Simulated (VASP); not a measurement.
The system is AgCl.

```
Ag Cl
1.0
     3.43397    0.00000    0.00000
     0.00000    3.43397    0.00000
     0.00000    0.00000    3.43397
Ag Cl
1 1
Direct
  0.00000 0.00000 0.00000
  0.50000 0.50000 0.50000
```

* Program: VASP 6.6.1
* Task: relaxation of cell and atoms
* Functional: PBEsol
* Potentials or basis: VASP PAW PBE potentials, release 64 (Ag, Cl)
* Cutoff: 600 eV
* k mesh: 10 × 10 × 10
* Occupations: gaussian, width 0.02 eV
* Spin: no spin polarisation

At the start: pressure -4.7 GPa; volume 20.25 Å³/atom.

**Question.** How do energy, volume and symmetry change on relaxing?

**Answer.** Over 3 steps the energy falls by 28.6 meV/atom and the volume is 18.47 Å³/atom (-8.8 %); space group Pm-3m (No. 221, to 0.05 Å).

The path:
```tsv
step	energy change (eV)	largest force (eV/Å)	pressure (GPa)	volume (Å³)
1	0.0000	0.0000	-4.67	40.49
2	-0.0570	0.0000	-0.34	37.13
3	-0.0572	0.0000	-0.02	36.94
```

Final structure:
```cif
data_structure
_symmetry_space_group_name_H-M 'P 1'
_symmetry_Int_Tables_number 1
_cell_length_a 3.3305
_cell_length_b 3.3305
_cell_length_c 3.3305
_cell_angle_alpha 90.000
_cell_angle_beta 90.000
_cell_angle_gamma 90.000
_cell_volume 36.94
loop_
_atom_site_label
_atom_site_type_symbol
_atom_site_fract_x
_atom_site_fract_y
_atom_site_fract_z
_atom_site_occupancy
Ag1 Ag 0.00000 0.00000 0.00000 1
Cl1 Cl 0.50000 0.50000 0.50000 1
```

Caveat: the PAW data sets were made with another functional, which shifts forces and pressure a little.
